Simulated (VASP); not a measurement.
## VH: single point with r2SCAN

VH:

```
V H
1.0
     0.00000    1.96375    1.96375
     1.96375    0.00000    1.96375
     1.96375    1.96375    0.00000
V H
1 1
Cartesian
  0.0000 0.0000 0.0000
  1.9638 1.9638 1.9638
```

```json
{
 "Program": "VASP 6.6.1",
 "Task": "single point",
 "Functional": "r2SCAN",
 "Potentials or basis": "VASP PAW PBE potentials, release 64 (V_sv, H)",
 "Cutoff": "520 eV",
 "k mesh": "13 × 13 × 13",
 "Occupations": "fermi-dirac, width 0.05 eV",
 "Spin": "collinear spin, zero start",
 "Starting moments": "[0.0, 0.0] μB",
 "Fixed moment": "0 μB",
 "Dipole correction": "no",
 "Further INCAR settings": "ALGO = Normal; EDIFF = 1e-06; NBANDS = 18"
}
```

```yaml
Pressure: -0.1 GPa
Net_moment: 0.00 μB per cell
Valence_electrons_inside_the_program's_atomic_spheres: V 11.61; H 0.58
```

Run time: 87 s on 1 thread of Intel(R) Xeon(R) Platinum 8488C (Sapphire Rapids), on a shared host, peak memory 0.18 GiB.

Caveat: the PAW data sets were made with another functional, which shifts forces and pressure a little; the total moment is fixed, so each spin has its own Fermi level.
